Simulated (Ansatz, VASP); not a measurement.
# AlNi in VASP and in Ansatz

```
Al Ni
1.0
     2.86871    0.00000    0.00000
     0.00000    2.86871    0.00000
     0.00000    0.00000    2.86871
Al Ni
1 1
Direct
  0.00000 0.00000 0.96543
  0.50000 0.50000 0.51589
```

Change from the starting cell: mode 6 frozen in at -0.100 Å, equal normal strain along x, y and z -0.0083.

Alike in both runs: task single point; functional PBE; k mesh 16 × 16 × 16; occupations gaussian, width 0.15 eV; no spin polarisation.

```csv
,VASP,Ansatz
version,VASP 6.6.1,Ansatz 0.2.0
potentials or method,"VASP PAW PBE potentials, release 64 (Al, Ni), cutoff 520 eV","scalar-relativistic, plane waves, PAW"
valence electrons in the cell,13,21
```

|  | VASP | Ansatz | Ansatz less VASP |
| --- | --- | --- | --- |
| gap on the k mesh at the Fermi level (eV) | none | none | - |
| pressure (GPa) | 5.7 | 5.6 | -0.05 |
| traceless stress, the component that is largest in VASP (GPa) | -0.78 | -0.77 | +0.009 |
| rms of the force components (eV/Å) | 0.526 | 0.522 | -0.0032 |

Atom by atom the forces differ by 0.003 eV/Å (rms over components). A gap of «none» marks a metal or a gap that the smearing closes. VASP's potentials hold 13 valence electrons a cell and Ansatz's 21, so a difference there can come from the potentials and not from the codes.
